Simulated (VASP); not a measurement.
Input of a VASP 6.6.1 run:

File INCAR:

```
SYSTEM = Hg
PREC     = Accurate       ! precision mode
ENCUT    = 520            ! plane-wave cutoff, eV
EDIFF    = 1E-6           ! SCF threshold, eV
ISMEAR   = 0              ! smearing method
SIGMA    = 0.1            ! smearing width, eV
LREAL    = .False.        ! projectors in reciprocal space
LASPH    = .True.         ! aspherical terms in the spheres
NELM     = 100            ! most SCF steps
ALGO     = Normal         ! electronic algorithm
ISIF     = 2              ! what is computed and relaxed
LWAVE    = .False.        ! write WAVECAR
LCHARG   = .False.        ! write CHGCAR
GGA      = PE             ! functional
NBANDS   = 25             ! bands
```

KPOINTS

```
regular mesh
0
Gamma
  4 4 4
  0 0 0
```

Contents of POSCAR:

```
Hg
1.0
    4.8483316154      0.0000000000      0.0000000000
    0.0000000000      4.8483316154      0.0000000000
    0.0000000000      0.0000000000      4.8483316154
Hg
3
Direct
    0.5000000000      0.0000000000      0.0000000000
    0.0000000000      0.5000000000      0.0000000000
    0.0000000000      0.0000000000      0.5000000000
```

Potentials or basis: VASP PAW PBE potentials, release 64 (Hg).

Launch:

```bash
$ cat potpaw_PBE.64/Hg/POTCAR > POTCAR
$ mpirun -np 1 vasp_std > vasp.out
```

(1) Predict the pressure.

(2) Estimate the band gap on the k mesh.

Answers

(1) 0.1 GPa.

(2) zero (band 18 reaches -0.02 eV, above the bottom of band 19 at -0.63 eV).

Caveat: spin-orbit coupling is left out, which moves the levels of the heavy elements.
